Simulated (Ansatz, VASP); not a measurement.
**One calculation of ZnS, two programs**

Contents of INCAR:

```
ALGO = Normal
EDIFF = 1E-6
ENCUT = 500
GGA_COMPAT = F
ISIF = 2
ISMEAR = -1
LASPH = T
LCHARG = F
LREAL = F
LWAVE = F
NBANDS = 16
NELM = 120
PREC = Accurate
SIGMA = 0.08
```

Contents of KPOINTS:

```
k-points
0
Gamma
  16 16 16
```

Contents of POSCAR:

```
ZnS
1.0
    0.0000000000      2.4325569193      2.4325569193
    2.4325569193      0.0000000000      2.4325569193
    2.4325569193      2.4325569193      0.0000000000
Zn S
1 1
Direct
    0.0000000000      0.0000000000      0.0000000000
    0.5000000000      0.5000000000      0.5000000000
```

Input for Ansatz:

```yaml
crystal:
  lattice:
    - [0.0, 2.4325569193, 2.4325569193]
    - [2.4325569193, 0.0, 2.4325569193]
    - [2.4325569193, 2.4325569193, 0.0]
  atoms:
    - { symbol: Zn, position: [0.0, 0.0, 0.0] }
    - { symbol: S, position: [0.5, 0.5, 0.5] }
kpoints:
  mp_grid: { grid: [16, 16, 16] }
scf:
  occupations: { method: fermi_dirac, width: 0.08 }
hamiltonian:
  xc: lda
  pseudopotentials: { kind: paw }
output:
  forces: true
  stress: true
  eigenvalues: true
  populations: true
```

Change from the starting cell: volume scaled by 0.94, PAW files.

Alike in both runs: task single point; functional LDA; k mesh 16 × 16 × 16; occupations fermi-dirac, width 0.08 eV; no spin polarisation.

|  | VASP | Ansatz |
| --- | --- | --- |
| version | VASP 6.6.1 | Ansatz 0.2.0 |
| potentials or method | VASP PAW LDA potentials, release 64 (Zn, S) | PAW with Ansatz's default frozen-core files, scalar-relativistic |
| plane-wave cutoff (eV) | 500 | 420 |
| valence electrons in the cell | 18 | 18 |

|  | VASP | Ansatz | Ansatz less VASP |
| --- | --- | --- | --- |
| pressure (GPa) | 8.1 | 7.7 | -0.42 |

LDA's correlation is that of Perdew and Zunger in VASP and of Perdew and Wang (1992) in Ansatz.
